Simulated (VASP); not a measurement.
KMo2: single point with PBE

KMo2:

```
K Mo
1.0
     5.11243    0.00000    0.00000
    -2.55622    4.42749    0.00000
     0.00000    0.00000    2.62478
K Mo
1 2
Direct
  0.00000 0.00000 0.00000
  0.33333 0.66667 0.50000
  0.66667 0.33333 0.50000
```

```
Program                : VASP 6.6.1
Task                   : single point
Functional             : PBE
Potentials or basis    : VASP PAW PBE potentials, release 64 (K_sv, Mo_sv)
Cutoff                 : 520 eV
k mesh                 : 12 × 12 × 18
Occupations            : gaussian, width 0.1 eV
Spin                   : no spin polarisation
Dipole correction      : no
Further INCAR settings : ALGO = Fast; EDIFF = 1e-06; NBANDS = 26
```

The pressure is 0.5 GPa. The band gap on the k mesh is zero (an odd number of electrons rules out a gap without spin polarisation).

Stress tensor (GPa, compression positive):
```
0.34 0.00 0.00
0.00 0.34 0.00
0.00 0.00 0.70
```

Levels at points of the mesh, in eV from the Fermi level:
| k point | band 16 | band 17 | band 18 | band 19 | band 20 | band 21 | band 22 | band 23 |
| --- | --- | --- | --- | --- | --- | --- | --- | --- |
| (0.00, 0.00, 0.00) | -1.11 | -1.11 | -0.60 | -0.60 | 2.23 | 2.23 | 2.55 | 2.55 |
| (0.50, 0.00, 0.00) | -2.07 | -1.70 | -1.22 | 0.42 | 2.08 | 2.20 | 2.29 | 2.41 |
| (0.00, 0.00, 0.50) | -0.69 | -0.69 | -0.52 | -0.52 | 0.33 | 0.33 | 1.17 | 4.77 |
| (0.50, 0.00, 0.50) | -1.21 | -0.89 | -0.77 | -0.59 | 1.89 | 2.20 | 2.38 | 2.93 |

Wall time 7.9 min on 1 thread of Oxide Virtual Turin-like Processor, on a shared host, peak memory 0.34 GiB.
